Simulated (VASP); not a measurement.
# W7Au (F-43m) in VASP: notebook

Runs on W7Au. Level: PBE. Tasks: relaxation of cell and atoms, single point.

All numbers are computed with VASP 6.6.1; they aren't measurements. Logs are shortened: lines on timing, memory, paths and dates and some standing lists are left out, and cuts for length are marked.

## 1. The cell of the first run

Symmetry: F-43m, No. 216, cubic system. Conventional cell: a = 8.324 Å, b = 8.324 Å, c = 8.324 Å, α = 90.00°, β = 90.00°, γ = 90.00°. Within 3.0 Å of W (site symmetry 2mm) lie 1 Au at 2.24 Å and 6 W at 2.72 to 2.95 Å. Within 3.9 Å of W (site symmetry -43m) lie 12 W at 2.95 Å and 4 Au at 3.60 Å. Within 3.0 Å of Au (site symmetry -43m) lie 6 W at 2.24 Å.

## 2. Relaxation of cell and atoms, PBE

File INCAR:

```
PREC     = Accurate       # precision mode
ENCUT    = 600            # plane-wave cutoff, eV
EDIFF    = 1E-7           # SCF threshold, eV
ISMEAR   = 0              # smearing method
SIGMA    = 0.1            # smearing width, eV
LREAL    = F              # projectors in reciprocal space
LASPH    = T              # aspherical terms in the spheres
NELM     = 100            # most SCF steps
ALGO     = Fast           # electronic algorithm
ISIF     = 3              # what is computed and relaxed
LWAVE    = F              # write WAVECAR
LCHARG   = F              # write CHGCAR
GGA      = PE             # functional
IBRION   = 2              # ionic algorithm
NSW      = 90             # ionic steps
EDIFFG   = -0.04          # ionic threshold
```

File KPOINTS:

```
regular mesh
0
Gamma
  4 4 4
```

File POSCAR:

```
W7Au
1.0
    0.0000000000      4.1621812800      4.1621812800
    4.1621812800      0.0000000000      4.1621812800
    4.1621812800      4.1621812800      0.0000000000
W Au
7 1
Direct
    0.2308333100      0.7691666900      0.7691666900
    0.7691666900      0.2308333100      0.2308333100
    0.7691666900      0.2308333100      0.7691666900
    0.2308333100      0.7691666900      0.2308333100
    0.7691666900      0.7691666900      0.2308333100
    0.2308333100      0.2308333100      0.7691666900
    0.2500000000      0.2500000000      0.2500000000
    0.5000000000      0.5000000000      0.5000000000
```

Potentials or basis: VASP PAW PBE potentials, release 64 (W_sv, Au).

Launch:

```sh
cat potpaw_PBE.64/W_sv/POTCAR potpaw_PBE.64/Au/POTCAR > POTCAR
mpirun -np 1 vasp_std > vasp.out
```

OUTCAR:

```text
PREC = Accurate
   ENCUT = 600
   EDIFF = 1E-7
   ISMEAR = 0
   LREAL = F
   LASPH = T
   NELM = 100
   ISIF = 3
   GGA = PE
   IBRION = 2
   NSW = 90
   EDIFFG = -0.04

 ion  position               nearest neighbor table
   1  0.231  0.769  0.769-   8 2.24   4 2.72   5 2.72   6 2.72   3 2.72   7 2.95   7 2.95   4 3.17
                             3 3.17   6 3.17   5 3.17
   2  0.769  0.231  0.231-   8 2.24   4 2.72   5 2.72   6 2.72   3 2.72   7 2.95   7 2.95   3 3.17
                             4 3.17   6 3.17   5 3.17
   3  0.769  0.231  0.769-   8 2.24   2 2.72   5 2.72   6 2.72   1 2.72   7 2.95   7 2.95   5 3.17
                             1 3.17   6 3.17   2 3.17
   4  0.231  0.769  0.231-   8 2.24   2 2.72   5 2.72   6 2.72   1 2.72   7 2.95   7 2.95   2 3.17
                             1 3.17   6 3.17   5 3.17
   5  0.769  0.769  0.231-   8 2.24   2 2.72   3 2.72   4 2.72   1 2.72   7 2.95   7 2.95   3 3.17
                             1 3.17   4 3.17   2 3.17
   6  0.231  0.231  0.769-   8 2.24   2 2.72   3 2.72   4 2.72   1 2.72   7 2.95   7 2.95   4 3.17
                             3 3.17   2 3.17   1 3.17
   7  0.250  0.250  0.250-   2 2.95   3 2.95   5 2.95   1 2.95   4 2.95   5 2.95   1 2.95   3 2.95
                             6 2.95   2 2.95   4 2.95   6 2.95
   8  0.500  0.500  0.500-   1 2.24   2 2.24   3 2.24   4 2.24   5 2.24   6 2.24

  LATTYP: Found a face centered cubic cell.
 ALAT       =     8.3243625600

  Lattice vectors:

 A1 = (   0.0000000000,   4.1621812800,   4.1621812800)
 A2 = (   4.1621812800,   0.0000000000,   4.1621812800)
 A3 = (   4.1621812800,   4.1621812800,   0.0000000000)

Analysis of symmetry for initial positions (statically):
=====================================================================
 Subroutine PRICEL returns:
 Original cell was already a primitive cell.

 Routine SETGRP: Setting up the symmetry group for a
 face centered cubic supercell.

 Subroutine GETGRP returns: Found 24 space group operations
 (whereof 24 operations were pure point group operations)
 out of a pool of 48 trial point group operations.

The static configuration has the point symmetry T_d .

Analysis of symmetry for dynamics (positions and initial velocities):
=====================================================================
 Subroutine PRICEL returns:
 Original cell was already a primitive cell.

 Routine SETGRP: Setting up the symmetry group for a
 face centered cubic supercell.

 Subroutine GETGRP returns: Found 24 space group operations
 (whereof 24 operations were pure point group operations)
 out of a pool of 48 trial point group operations.

The dynamic configuration has the point symmetry T_d .

 Subroutine INISYM returns: Found 24 space group operations
 (whereof 24 operations are pure point group operations),
[... 115 lines left out ...]
   LORBIT       =      0    0 simple, 1 ext, 2 COOP (PROOUT), +10 PAW based schemes
   GGA     = PE    functional components
   LHFCALC =     F    Hartree Fock is set to
   AEXX    =    0.0000 exact exchange contribution
   IVDW    =     0    specifies the selected vdW correction
   LEPSILON=     F    determine dielectric tensor
   LRPA    =     F    only Hartree local field effects (RPA)
 conjugate gradient relaxation of ions
 non-spin polarized calculation
 RMM-DIIS sequential band-by-band and
 Gauss-broadening in eV      SIGMA  =   0.10
  energy-cutoff  :      600.00
  volume of cell :      144.21
 maximum number of plane-waves:      4909
 NGX is ok and might be reduce to    48
   NGX = 23   NGY = 23   NGZ = 23

--------------------------------------- Ionic step        1  -------------------------------------------

 number of electron     109.0000000 magnetization

 Free energy of the ion-electron system (eV)
  ---------------------------------------------------
  ext. energy  EPLUGINS =         0.00000000
  ---------------------------------------------------
  free energy    TOTEN  =       -74.29659588 eV

  energy without entropy =      -74.24929930  energy(sigma->0) =      -74.27294759

------------------------ aborting loop because EDIFF is reached ----------------------------------------

  FORCE on cell =-STRESS in cart. coord.  units (eV):
  Direction    XX          YY          ZZ          XY          YZ          ZX
  --------------------------------------------------------------------------------------
  -------------------------------------------------------------------------------------
  Total       35.8689159     35.8689159     35.8689159      0.0000000      0.0000000     -0.0000000
  in kB      398.5069155    398.5069155    398.5069155      0.0000000      0.0000000     -0.0000000
  external PRESSURE =     398.5069155 kB  Pullay stress =       0.0000000 kB
[... 29 lines left out ...]
--------------------------------------- Ionic step        2  -------------------------------------------

 number of electron     108.9999987 magnetization

 E-fermi :   3.3156     XC(G=0):  -9.3505

 val. band max:        3.2990768293   @ k =   0.2500   0.0000   0.0000
 cond. band min:       3.3277630074   @ k =  -0.2500   0.2500   0.0000
 fundamental gap:      0.0286861780
 Fermi energy:         3.3156244593

 k-point     1 :       0.0000    0.0000    0.0000
  band No.  band energies     occupation
      1     -71.4477      2.00000
      2     -70.6344      2.00000
      3     -70.5254      2.00000
      4     -70.5254      2.00000
      5     -70.5254      2.00000
      6     -70.4713      2.00000
[... 610 lines left out ...]
  FREE ENERGIE OF THE ION-ELECTRON SYSTEM (eV)
  ---------------------------------------------------
  free  energy   TOTEN  =       -80.4567990767 eV

  energy  without entropy=      -80.3854941789  energy(sigma->0) =      -80.42114663

[... ionic steps 4 to 8 ...]

--------------------------------------- Ionic step        9  -------------------------------------------

 number of electron     109.0000005 magnetization

------------------------ aborting loop because EDIFF is reached ----------------------------------------
[... 79 lines left out ...]
--------------------------------------- Ionic step       11  -------------------------------------------

 number of electron     109.0000009 magnetization

 Free energy of the ion-electron system (eV)
  ---------------------------------------------------
  ext. energy  EPLUGINS =         0.00000000
  ---------------------------------------------------
  free energy    TOTEN  =       -80.80303937 eV

  energy without entropy =      -80.73760262  energy(sigma->0) =      -80.77032100

 E-fermi :   7.2836     XC(G=0): -11.5770

 val. band max:        7.2585632183   @ k =  -0.2500   0.2500   0.0000
 cond. band min:       7.2902242942   @ k =   0.5000   0.0000   0.0000
 fundamental gap:      0.0316610759
 Fermi energy:         7.2835761225

 k-point     1 :       0.0000    0.0000    0.0000
  band No.  band energies     occupation
      1     -67.0746      2.00000
      2     -66.5280      2.00000
      3     -66.4092      2.00000
      4     -66.4092      2.00000
      5     -66.4092      2.00000
      6     -66.3504      2.00000
[... 568 lines left out ...]
  FREE ENERGIE OF THE ION-ELECTRON SYSTEM (eV)
  ---------------------------------------------------
  free  energy   TOTEN  =       -80.8030393732 eV

  energy  without entropy=      -80.7376026233  energy(sigma->0) =      -80.77032100

 reached required accuracy - stopping structural energy minimisation
```

CONTCAR:

```text
W7Au
   1.00000000000000
     0.0000000000000000    4.4059511509155511    4.4059511509155511
     4.4059511509155511    0.0000000000000000    4.4059511509155511
     4.4059511509155511    4.4059511509155511    0.0000000000000000
  W               Au
     7     1
Direct
     0.2076092697044364    0.7923907302955636    0.7923907302955636
     0.7923907302955636    0.2076092697044364    0.2076092697044364
     0.7923907302955636    0.2076092697044364    0.7923907302955636
     0.2076092697044364    0.7923907302955636    0.2076092697044364
     0.7923907302955636    0.7923907302955636    0.2076092697044364
     0.2076092697044364    0.2076092697044364    0.7923907302955636
     0.2500000000000000    0.2500000000000000    0.2500000000000000
     0.5000000000000000    0.5000000000000000    0.5000000000000000

  0.00000000E+00  0.00000000E+00  0.00000000E+00
  0.00000000E+00  0.00000000E+00  0.00000000E+00
  0.00000000E+00  0.00000000E+00  0.00000000E+00
  0.00000000E+00  0.00000000E+00  0.00000000E+00
  0.00000000E+00  0.00000000E+00  0.00000000E+00
  0.00000000E+00  0.00000000E+00  0.00000000E+00
  0.00000000E+00  0.00000000E+00  0.00000000E+00
  0.00000000E+00  0.00000000E+00  0.00000000E+00
```

Wall time 11 min (1 thread of Intel Xeon 6975P-C (Granite Rapids), shared host); peak memory 0.38 GiB.

Results:

```yaml
Free_energy: -80.8030 eV
Relaxed_volume: 21.38 Å³/atom
Relaxed_cell: a = 6.231 Å, b = 6.231 Å, c = 6.231 Å, α = 60.00°, β = 60.00°, γ = 60.00°
Space_group_after_relaxing_to_0.05_Å: F-43m (No. 216)
Energy_gained_by_relaxing: 813.3 meV/atom
Ionic_steps: 11
Pressure_after_relaxing: 0.1 GPa
Largest_force_after_relaxing: 0.018 eV/Å
```

Forces in eV/Å, atoms in the order of the input:
```
W   -0.018  0.000  0.000
W    0.018  0.000  0.000
W    0.000 -0.018  0.000
W    0.000  0.018  0.000
W    0.000  0.000 -0.018
W    0.000  0.000  0.018
W    0.000  0.000  0.000
Au   0.000  0.000  0.000
```

Step by step:
```csv
step,energy change (eV),largest force (eV/Å),pressure (GPa),volume (Å³)
1,0.0000,8.4847,39.85,144.21
2,1.3150,0.1670,-15.55,259.49
3,-6.1602,0.7712,-9.67,182.49
4,-6.3087,0.9829,-7.49,178.13
5,-6.3667,1.2871,-4.17,172.83
6,-6.3680,1.2484,-4.60,173.44
7,-5.8767,2.8228,14.68,162.59
8,-6.4989,0.1922,0.78,169.76
9,-6.4990,0.1678,0.89,169.69
10,-6.5061,0.0559,-0.07,171.34
11,-6.5064,0.0181,0.09,171.06
```

Final structure:
```yaml
crystal:
  lattice:
    - [0.00000, 4.40595, 4.40595]
    - [4.40595, 0.00000, 4.40595]
    - [4.40595, 4.40595, 0.00000]
  atoms:
    - { symbol: W, position: [0.20761, 0.79239, 0.79239] }
    - { symbol: W, position: [0.79239, 0.20761, 0.20761] }
    - { symbol: W, position: [0.79239, 0.20761, 0.79239] }
    - { symbol: W, position: [0.20761, 0.79239, 0.20761] }
    - { symbol: W, position: [0.79239, 0.79239, 0.20761] }
    - { symbol: W, position: [0.20761, 0.20761, 0.79239] }
    - { symbol: W, position: [0.25000, 0.25000, 0.25000] }
    - { symbol: Au, position: [0.50000, 0.50000, 0.50000] }
```

Levels at points of the mesh, in eV from the Fermi level:
| k point | band 52 | band 53 | band 54 | band 55 | band 56 | band 57 |
| --- | --- | --- | --- | --- | --- | --- |
| (0.00, 0.00, 0.00) | 0.37 | 0.37 | 0.37 | 0.74 | 0.74 | 1.11 |
| (0.50, 0.00, 0.00) | -0.43 | -0.43 | -0.09 | 0.01 | 0.10 | 0.10 |
| (0.50, 0.50, 0.00) | -1.04 | -0.62 | -0.31 | -0.31 | 0.02 | 0.08 |

Caveat: the volume moved by over 15 % at a fixed basis, so the end points are rough; spin-orbit coupling is left out, which moves the levels of the heavy elements.

## 3. Single point, PBE

This run uses another cell than the first one, of 21.37 Å³/atom, 1.185 times its volume.

File INCAR:

```
SYSTEM = W7Au
ALGO = Fast
EDIFF = 1E-7
ENCUT = 520
GGA = PE
ISIF = 2
ISMEAR = 0
LASPH = .TRUE.
LCHARG = .FALSE.
LREAL = .FALSE.
LWAVE = .FALSE.
NBANDS = 64
NELM = 100
PREC = Accurate
SIGMA = 0.1
```

File KPOINTS:

```
k-points
0
G
  8 8 8
  0 0 0
```

File POSCAR:

```
W7Au
1.0
    0.0000000000      4.4049506799      4.4049506799
    4.4049506799      0.0000000000      4.4049506799
    4.4049506799      4.4049506799      0.0000000000
W Au
7 1
Direct
    0.2075954920      0.7924045080      0.7924045080
    0.7924045080      0.2075954920      0.2075954920
    0.7924045080      0.7924045080      0.2075954920
    0.2075954920      0.2075954920      0.7924045080
    0.2075954920      0.7924045080      0.2075954920
    0.7924045080      0.2075954920      0.7924045080
    0.7500000000      0.7500000000      0.7500000000
    0.5000000000      0.5000000000      0.5000000000
```

Potentials or basis: VASP PAW PBE potentials, release 64 (W_sv, Au).

Launch:

```sh
cat potpaw_PBE.64/W_sv/POTCAR potpaw_PBE.64/Au/POTCAR > POTCAR
mpirun -np 1 vasp_std > vasp.out
```

Run time: 4.2 min. Hardware: 1 thread of Intel Xeon 6975P-C (Granite Rapids), shared host; peak memory 0.46 GiB.

Results (log left out):

| Property | Result |
| --- | --- |
| Free energy | -80.8394 eV |
| Pressure | 0.3 GPa |
| Largest force | 0.065 eV/Å |

Forces on the atoms (eV/Å):
```
W   -0.065  0.000  0.000
W    0.065  0.000  0.000
W    0.000  0.000 -0.065
W    0.000  0.000  0.065
W    0.000  0.065  0.000
W    0.000 -0.065  0.000
W    0.000  0.000  0.000
Au   0.000  0.000  0.000
```

Levels at points of the mesh, in eV from the Fermi level:
| k point | band 52 | band 53 | band 54 | band 55 | band 56 | band 57 |
| --- | --- | --- | --- | --- | --- | --- |
| (0.00, 0.00, 0.00) | 0.36 | 0.36 | 0.36 | 0.74 | 0.74 | 1.11 |
| (0.50, 0.00, 0.00) | -0.43 | -0.43 | -0.10 | 0.01 | 0.10 | 0.10 |
| (0.50, 0.50, 0.00) | -1.04 | -0.62 | -0.31 | -0.31 | 0.02 | 0.08 |

Caveat: spin-orbit coupling is left out, which moves the levels of the heavy elements.
